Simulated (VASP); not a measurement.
A run of VASP 6.6.1 is set up as follows.

Contents of INCAR:

```
SYSTEM = SiC
PREC = Accurate
ENCUT = 520
EDIFF = 1E-6
ISMEAR = 0
SIGMA = 0.02
LREAL = .FALSE.
LASPH = .TRUE.
NELM = 80
ALGO = Normal
ISIF = 2
LWAVE = .FALSE.
LCHARG = .FALSE.
GGA = PS
NBANDS = 16
```

File KPOINTS:

```
Automatic mesh
0
G
  12 12 6
  0 0 0
```

POSCAR

```
SiC
1.0
    3.0759438457      0.0000000000      0.0000000000
   -1.5379719229      2.6638455110      0.0000000000
    0.0000000000      0.0000000000      5.0477648992
Si C
2 2
Direct
    0.3333333333      0.6666666667      0.0045894445
    0.6666666667      0.3333333333      0.5045894445
    0.3333333333      0.6666666667      0.3804105555
    0.6666666667      0.3333333333      0.8804105555
```

Potentials or basis: VASP PAW PBE potentials, release 64 (Si, C).

Launch:

```console
$ cat potpaw_PBE.64/Si/POTCAR potpaw_PBE.64/C/POTCAR > POTCAR
$ mpirun -np 1 vasp_std > vasp.out
```

(1) Estimate the band gap on the k mesh.

(2) Estimate the pressure.

## Answers

(1) 2.11 eV, indirect (least direct gap 3.85 eV).

(2) 0.3 GPa.

Caveat: the PAW data sets were made with another functional, which shifts forces and pressure a little.
